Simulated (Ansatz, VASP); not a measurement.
One calculation of WS2, two programs

```
S W
1.0
     3.34900    0.00000    0.00000
    -1.67450    2.90032    0.00000
     0.00000    0.00000   32.29109
S W
2 1
Direct
  0.33333 0.66667 0.44993
  0.33333 0.66667 0.55008
  0.66667 0.33333 0.50001
```

Alike in both runs: task single point; functional PBE; dispersion D3(BJ); k mesh 12 × 12 × 1; occupations gaussian, width 0.02 eV; no spin polarisation.

|  | VASP | Ansatz |
| --- | --- | --- |
| version | VASP 6.6.1 | Ansatz 0.2.0 |
| potentials or method | VASP PAW PBE potentials, release 64 (S, W_sv), cutoff 520 eV | scalar-relativistic, plane waves, PAW |
| valence electrons in the cell | 26 | 26 |

VASP gave:

* gap on the k mesh at the Fermi level (eV): 1.32
* least direct gap on the mesh (eV): 1.43
* rms of the force components (eV/Å): 0.804

Question: Which values does Ansatz return?

Answer: gap on the k mesh at the Fermi level (eV): 1.31; least direct gap on the mesh (eV): 1.43; rms of the force components (eV/Å): 0.805.

Spin-orbit coupling is off throughout.
